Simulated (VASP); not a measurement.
# BaB2Ir2 (I4/mmm) in VASP: single point with LDA

Aim: the single point of BaB2Ir2 with LDA.

All numbers are computed with VASP 6.6.1; they aren't measurements. Logs are shortened: lines on timing, memory, paths and dates and some standing lists are left out, and cuts for length are marked.

## 1. The cell of the first run

The structure is tetragonal, space group I4/mmm (No. 139). The conventional cell has a = 3.984 Å, b = 3.984 Å, c = 11.449 Å, α = 90.00°, β = 90.00°, γ = 90.00°. Within 2.8 Å of Ir (site symmetry -4m2) lie 4 B at 2.14 Å. Within 4.6 Å of Ba (site symmetry 4/mmm) lie 8 Ir at 3.49 Å and 10 B at 3.50 to 3.65 Å and 4 Ba at 3.98 Å. B (site symmetry 4mm) has 4 Ir at 2.14 Å within 2.8 Å.

## 2. Single point, LDA

INCAR

```
SYSTEM = BaB2Ir2
PREC = Accurate
ENCUT = 520
EDIFF = 1E-7
ISMEAR = -1
SIGMA = 0.1
LREAL = .False.
LASPH = .True.
NELM = 60
ALGO = Normal
ISIF = 2
LWAVE = .False.
LCHARG = .False.
NBANDS = 25
```

KPOINTS

```
Automatic mesh
0
Gamma
  9 9 9
  0 0 0
```

POSCAR

```
BaB2Ir2
1.0
    0.0000000000      3.9843420000      0.0000000000
    3.9843420000      0.0000000000      0.0000000000
    1.9921710000      1.9921710000     -5.7246290000
Ir Ba B
2 1 2
Direct
    0.7500000000      0.2500000000      0.5000000000
    0.2500000000      0.7500000000      0.5000000000
    0.0000000000      0.0000000000      0.0000000000
    0.3190000000      0.3190000000      0.3620000000
    0.6810000000      0.6810000000      0.6380000000
```

Potentials or basis: VASP PAW LDA potentials, release 64 (Ir, Ba_sv, B).

Started as:

```sh
$ cat potpaw_LDA.64/Ir/POTCAR potpaw_LDA.64/Ba_sv/POTCAR potpaw_LDA.64/B/POTCAR > POTCAR
$ mpirun -np 1 vasp_std > vasp.out
```

OUTCAR:

```text
SYSTEM = BaB2Ir2
   PREC = Accurate
   ENCUT = 520
   EDIFF = 1E-7
   ISMEAR = -1
   LREAL = .False.
   LASPH = .True.
   NELM = 60
   ISIF = 2

 ion  position               nearest neighbor table
   1  0.750  0.250  0.500-   4 2.14   5 2.14   4 2.14   5 2.14   2 2.82   2 2.82   2 2.82   2 2.82
                             3 3.49   3 3.49   3 3.49   3 3.49
   2  0.250  0.750  0.500-   4 2.14   5 2.14   4 2.14   5 2.14   1 2.82   1 2.82   1 2.82   1 2.82
                             3 3.49   3 3.49   3 3.49   3 3.49
   3  0.000  0.000  0.000-   1 3.49   2 3.49   1 3.49   2 3.49   1 3.49   2 3.49   1 3.49   2 3.49

   4  0.319  0.319  0.362-   1 2.14   2 2.14   2 2.14   1 2.14
   5  0.681  0.681  0.638-   1 2.14   2 2.14   2 2.14   1 2.14

  LATTYP: Found a body centered tetragonal cell.
 ALAT       =     3.9843420000
 C/A-ratio  =     2.8735630626

  Lattice vectors:

 A1 = (  -1.9921710000,   1.9921710000,   5.7246290000)
 A2 = (   1.9921710000,  -1.9921710000,   5.7246290000)
 A3 = (   1.9921710000,   1.9921710000,  -5.7246290000)

Analysis of symmetry for initial positions (statically):
=====================================================================
 Subroutine PRICEL returns:
 Original cell was already a primitive cell.

 Routine SETGRP: Setting up the symmetry group for a
 body centered tetragonal supercell.

 Subroutine GETGRP returns: Found 16 space group operations
 (whereof 16 operations were pure point group operations)
 out of a pool of 16 trial point group operations.

The static configuration has the point symmetry D_4h.

Analysis of symmetry for dynamics (positions and initial velocities):
=====================================================================
 Subroutine PRICEL returns:
 Original cell was already a primitive cell.

 Routine SETGRP: Setting up the symmetry group for a
 body centered tetragonal supercell.

 Subroutine GETGRP returns: Found 16 space group operations
 (whereof 16 operations were pure point group operations)
 out of a pool of 16 trial point group operations.

The dynamic configuration has the point symmetry D_4h.

 Subroutine INISYM returns: Found 16 space group operations
 (whereof 16 operations are pure point group operations),
 and found     1 'primitive' translations

----------------------------------------------------------------------------------------

                                     Primitive cell

  volume of cell :      90.8784

  direct lattice vectors                    reciprocal lattice vectors
     0.000000000  3.984342000  0.000000000     0.000000000  0.250982471  0.087341905
     3.984342000  0.000000000  0.000000000     0.250982471  0.000000000  0.087341905
     1.992171000  1.992171000 -5.724629000     0.000000000  0.000000000 -0.174683809

  length of vectors
     3.984342000  3.984342000  6.380350129     0.265745760  0.265745760  0.174683809

  position of ions in fractional coordinates (direct lattice)
     0.750000000  0.250000000  0.500000000
     0.250000000  0.750000000  0.500000000
     0.000000000  0.000000000  0.000000000
     0.319000000  0.319000000  0.362000000
     0.681000000  0.681000000  0.638000000

  ion indices of the primitive-cell ions
   primitive index   ion index
                 1           1
                 2           2
                 3           3
                 4           4
                 5           5

----------------------------------------------------------------------------------------

 KPOINTS: Automatic mesh

Automatic generation of k-mesh.
 Grid dimensions read from file:
 generate k-points for:    9    9    9

 Generating k-lattice:

  Cartesian coordinates                     Fractional coordinates (reciprocal lattice)
     0.000000000  0.027886941  0.009704656     0.111111111  0.000000000  0.000000000
     0.027886941  0.000000000  0.009704656     0.000000000  0.111111111  0.000000000
     0.000000000  0.000000000 -0.019409312     0.000000000  0.000000000  0.111111111

  Length of vectors
     0.029527307  0.029527307  0.019409312

  Shift w.r.t. Gamma in fractional coordinates (k-lattice)
     0.000000000  0.000000000  0.000000000

 Subroutine IBZKPT returns following result:
 ===========================================

 Found     75 irreducible k-points:

 Following reciprocal coordinates:
            Coordinates               Weight
  0.000000  0.000000  0.000000      1.000000
  0.111111  0.000000  0.000000      8.000000
  0.222222  0.000000  0.000000      8.000000
  0.333333  0.000000  0.000000      8.000000
  0.444444  0.000000  0.000000      8.000000
  0.111111  0.111111  0.000000      8.000000
[... 16 lines left out ...]
 -0.333333  0.333333  0.000000      4.000000
  0.444444  0.444444  0.000000      8.000000
 [... further k-points ...]
   k-points           NKPTS =     75   k-points in BZ     NKDIM =     75   number of bands    NBANDS=     25
   number of dos      NEDOS =    301   number of ions     NIONS =      5
   total plane-waves  NPLWV =  43200
   dimension x,y,z NGX =    30 NGY =   30 NGZ =   48
   dimension x,y,z NGXF=    60 NGYF=   60 NGZF=   96
   ions per type =               2   1   2
   NGX,Y,Z   is equivalent  to a cutoff of  12.52, 12.52, 12.51 a.u.
   NGXF,Y,Z  is equivalent  to a cutoff of  25.03, 25.03, 25.01 a.u.
 SYSTEM =  BaB2Ir2
   PREC   = accura    normal or accurate (medium, high low for compatibility)
   ISTART =      0    job   : 0-new  1-cont  2-samecut
   ICHARG =      2    charge: 1-file 2-atom 10-const
   ISPIN  =      1    spin polarized calculation?
   LNONCOLLINEAR =      F non collinear calculations
   LSORBIT =      F    spin-orbit coupling
   LASPH  =      T    aspherical Exc in radial PAW
   ENCUT  =  520.0 eV  38.22 Ry    6.18 a.u.   7.41  7.41 11.86*2*pi/ulx,y,z
   NELM   =     60;   NELMIN=  2; NELMDL= -5     # of ELM steps
   EDIFF  = 0.1E-06   stopping-criterion for ELM
   LREAL  =      F    real-space projection
   EDIFFG = 0.1E-05   stopping-criterion for IOM
   NSW    =      0    number of steps for IOM
   IBRION =     -1    ionic relax: 0-MD 1-quasi-New 2-CG
   NFREE  =      0    steps in history (QN), initial steepest desc. (CG)
   ISIF   =      2    stress and relaxation
   ISYM   =      2    0-nonsym 1-usesym 2-fastsym
   POTIM  = 0.5000    time-step for ionic-motion
   TEBEG  =    0.0;   TEEND  =   0.0 temperature during run
   PSTRESS=    0.0 pullay stress
   NELECT =      34.0000    total number of electrons
   NUPDOWN=      -1.0000    fix difference up-down
   EMIN   =  10.00;   EMAX   =-10.00  energy-range for DOS
   EFERMI =   0.00;   METHOD = LEGACY
   ISMEAR =    -1;   SIGMA  =   0.10  broadening in eV -4-tet -1-fermi 0-gaus
   EFERMI_NEDOS =   21; number of points for ismear=-14 and -15
   IALGO  =     38    algorithm
   IMIX   =      4    mixing-type and parameters
     AMIX     =   0.40;   BMIX     =  1.00
     AMIX_MAG =   1.60;   BMIX_MAG =  1.00
  volume/ion in A,a.u.               =      18.18       122.66
  Fermi-wavevector in a.u.,A,eV,Ry     =   1.179635  2.229187 18.933031  1.391539
  Thomas-Fermi vector in A             =   2.315942
   LORBIT       =      0    0 simple, 1 ext, 2 COOP (PROOUT), +10 PAW based schemes
   GGA     = CA    functional components
   LHFCALC =     F    Hartree Fock is set to
   AEXX    =    0.0000 exact exchange contribution
   IVDW    =     0    specifies the selected vdW correction
   LEPSILON=     F    determine dielectric tensor
   LRPA    =     F    only Hartree local field effects (RPA)
 non-spin polarized calculation
  energy-cutoff  :      520.00
  volume of cell :       90.88
 maximum number of plane-waves:      2482
 NGX is ok and might be reduce to    30
   NGX = 15   NGY = 15   NGZ = 23

 number of electron      34.0000003 magnetization

 Free energy of the ion-electron system (eV)
  ---------------------------------------------------
  ext. energy  EPLUGINS =         0.00000000
  ---------------------------------------------------
  free energy    TOTEN  =       -40.08470408 eV

  energy without entropy =      -40.04486236  energy(sigma->0) =      -40.06478322

 E-fermi :   5.0920     XC(G=0): -10.9310

 val. band max:        5.0546165561   @ k =  -0.2222   0.4444   0.1111
 cond. band min:       5.1257409310   @ k =   0.0000   0.0000   0.1111
 fundamental gap:      0.0711243749
 Fermi energy:         5.0920470769

 k-point     1 :       0.0000    0.0000    0.0000
  band No.  band energies     occupation
      1     -22.5946      2.00000
      2      -7.9531      2.00000
      3      -7.5996      2.00000
      4      -7.5996      2.00000
      5      -5.7978      2.00000
      6      -3.8264      2.00000
[... 17 lines left out ...]
     24      10.7973      0.00000
     25      10.9875      0.00000

 k-point     2 :       0.1111    0.0000    0.0000
  band No.  band energies     occupation
      1     -22.5875      2.00000
      2      -7.9519      2.00000
      3      -7.7067      2.00000
      4      -7.5898      2.00000
      5      -5.6168      2.00000
      6      -3.7323      2.00000
[... 17 lines left out ...]
     24      10.7719      0.00000
     25      10.9022      0.00000

 k-point     3 :       0.2222    0.0000    0.0000
  band No.  band energies     occupation
      1     -22.5696      2.00000
      2      -7.9737      2.00000
      3      -7.9205      2.00000
      4      -7.5651      2.00000
      5      -5.1272      2.00000
      6      -3.4840      2.00000
[... 17 lines left out ...]
     24      10.4889      0.00000
     25      10.6583      0.00000

 k-point     4 :       0.3333    0.0000    0.0000
  band No.  band energies     occupation
      1     -22.5490      2.00000
      2      -8.2108      2.00000
      3      -7.9119      2.00000
      4      -7.5368      2.00000
      5      -4.4367      2.00000
      6      -3.2149      2.00000
[... 17 lines left out ...]
     24      10.2935      0.00000
     25      10.5046      0.00000

 k-point     5 :       0.4444    0.0000    0.0000
  band No.  band energies     occupation
      1     -22.5354      2.00000
      2      -8.3627      2.00000
      3      -7.8922      2.00000
      4      -7.5182      2.00000
      5      -3.7234      2.00000
      6      -3.1991      2.00000
[... 17 lines left out ...]
     24       9.7710      0.00000
     25      10.6212      0.00000

 k-point     6 :       0.1111    0.1111    0.0000
  band No.  band energies     occupation
      1     -22.5804      2.00000
      2      -7.9670      2.00000
      3      -7.7097      2.00000
      4      -7.6762      2.00000
      5      -5.4167      2.00000
      6      -3.6383      2.00000
[... 17 lines left out ...]
     24      10.4758      0.00000
     25      10.8104      0.00000
[... 393 lines left out ...]
 k-point    21 :       0.4444    0.3333    0.0000
  band No.  band energies     occupation
      1     -22.4924      2.00000
      2      -8.2480      2.00000
      3      -8.0669      2.00000
      4      -7.8013      2.00000
      5      -2.9848      2.00000
      6      -2.4714      2.00000
[... 17 lines left out ...]
     24      10.5646      0.00000
     25      10.7625      0.00000

 k-point    22 :      -0.4444    0.3333   -0.0000
  band No.  band energies     occupation
      1     -22.4926      2.00000
      2      -8.2538      2.00000
      3      -8.0659      2.00000
      4      -7.7859      2.00000
      5      -2.9539      2.00000
      6      -2.4721      2.00000
[... 17 lines left out ...]
     24      10.5860      0.00000
     25      10.7807      0.00000

 k-point    23 :      -0.3333    0.3333    0.0000
  band No.  band energies     occupation
      1     -22.5057      2.00000
      2      -8.1413      2.00000
      3      -8.0658      2.00000
      4      -7.8017      2.00000
      5      -3.5425      2.00000
      6      -2.4550      2.00000
[... 17 lines left out ...]
     24      10.6872      0.00000
     25      10.7709      0.00000

 k-point    24 :       0.4444    0.4444    0.0000
  band No.  band energies     occupation
      1     -22.4798      2.00000
      2      -8.2316      2.00000
      3      -8.1967      2.00000
      4      -7.7661      2.00000
      5      -2.5554      2.00000
      6      -2.1938      2.00000
[... 17 lines left out ...]
     24      10.6784      0.00000
     25      10.9201      0.00000

 [... further k-points ...]
[... 5 lines left out ...]
  --------------------------------------------------------------------------------------
  -------------------------------------------------------------------------------------
  Total       -6.2207405     -6.2207405     -2.8906553      0.0000000     -0.0000000      0.0000000
  in kB     -109.6710756   -109.6710756    -50.9619832      0.0000000     -0.0000000      0.0000000
  external PRESSURE =     -90.1013781 kB  Pullay stress =       0.0000000 kB

 VOLUME and BASIS-vectors are now :
 -----------------------------------------------------------------------------
  energy-cutoff  :      520.00
  volume of cell :       90.88
      direct lattice vectors                 reciprocal lattice vectors
     0.000000000  3.984342000  0.000000000     0.000000000  0.250982471  0.087341905
     3.984342000  0.000000000  0.000000000     0.250982471  0.000000000  0.087341905
     1.992171000  1.992171000 -5.724629000     0.000000000  0.000000000 -0.174683809

 POSITION                                       TOTAL-FORCE (eV/Angst)
 -----------------------------------------------------------------------------------
      1.99217      3.98434     -2.86231         0.000000      0.000000     -0.000000
      3.98434      1.99217     -2.86231        -0.000000     -0.000000      0.000000
      0.00000      0.00000      0.00000         0.000000      0.000000      0.000000
      1.99217      1.99217     -2.07232        -0.000000     -0.000000     -0.515218
      3.98434      3.98434     -3.65231         0.000000      0.000000      0.515218
 -----------------------------------------------------------------------------------
    total drift:                                0.000000     -0.000000     -0.000000

  FREE ENERGIE OF THE ION-ELECTRON SYSTEM (eV)
  ---------------------------------------------------
  free  energy   TOTEN  =       -40.0847040769 eV

  energy  without entropy=      -40.0448623568  energy(sigma->0) =      -40.06478322
```

It took 2.3 min on 1 thread of Intel Xeon Platinum 8375C at 2.90GHz (Ice Lake), shared host; peak memory 0.3 GiB.

What came out:

```yaml
Free_energy: -40.0847 eV
Pressure: -9.0 GPa
Largest_force: 0.515 eV/Å
Band_gap_on_the_k_mesh: zero (band 17 reaches 5.39 eV, above the bottom of band 18 at 4.72 eV)
```

Forces on the atoms (eV/Å):
```
Ir   0.000  0.000  0.000
Ir   0.000  0.000  0.000
Ba   0.000  0.000  0.000
B    0.000  0.000 -0.515
B    0.000  0.000  0.515
```

Levels at points of the mesh, in eV from the Fermi level:
| k point | band 13 | band 14 | band 15 | band 16 | band 17 | band 18 | band 19 | band 20 | band 21 | band 22 |
| --- | --- | --- | --- | --- | --- | --- | --- | --- | --- | --- |
| (0.00, 0.00, 0.00) | -2.74 | -1.75 | -0.96 | -0.26 | -0.26 | -0.06 | 0.76 | 0.91 | 4.15 | 4.71 |

Caveat: spin-orbit coupling is left out, which moves the levels of the heavy elements.
